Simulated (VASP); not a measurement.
A run of VASP 6.6.1:

INCAR

```
SYSTEM = Sr2Li3Mo
PREC = Accurate
ENCUT = 600
EDIFF = 1E-7
ISMEAR = 0
SIGMA = 0.1
LREAL = .FALSE.
LASPH = .TRUE.
NELM = 100
ALGO = Normal
ISIF = 3
LWAVE = .FALSE.
LCHARG = .FALSE.
GGA = PE
IBRION = 2
NSW = 90
EDIFFG = -0.04
```

File KPOINTS:

```
regular mesh
0
G
  6 6 4
  0 0 0
```

File POSCAR:

```
Sr2Li3Mo
1.0
    4.4550956400      0.0000000000      0.0000000000
   -2.2275478200      3.8582260000      0.0000000000
    0.0000000000      0.0000000000      7.0869070600
Li Sr Mo
3 2 1
Direct
    0.6666666700      0.3333333300      0.3520774200
    0.3333333300      0.6666666700      0.6479225800
    0.0000000000      0.0000000000      0.5000000000
    0.6666666700      0.3333333300      0.7472822100
    0.3333333300      0.6666666700      0.2527177900
    0.0000000000      0.0000000000      0.0000000000
```

Potentials or basis: VASP PAW PBE potentials, release 64 (Li_sv, Sr_sv, Mo_sv).

Launch:

```sh
$ cat potpaw_PBE.64/Li_sv/POTCAR potpaw_PBE.64/Sr_sv/POTCAR potpaw_PBE.64/Mo_sv/POTCAR > POTCAR
$ mpirun -np 1 vasp_std > vasp.out
```

Hardware: 1 thread of Intel(R) Xeon(R) 6975P-C (Granite Rapids), on a shared host.

How long does it take, and how much memory?

Wall time 12 min on 1 thread of Intel(R) Xeon(R) 6975P-C (Granite Rapids), on a shared host, peak memory 0.33 GiB. Counts: scf iterations 176, k points 24, ion steps 13.
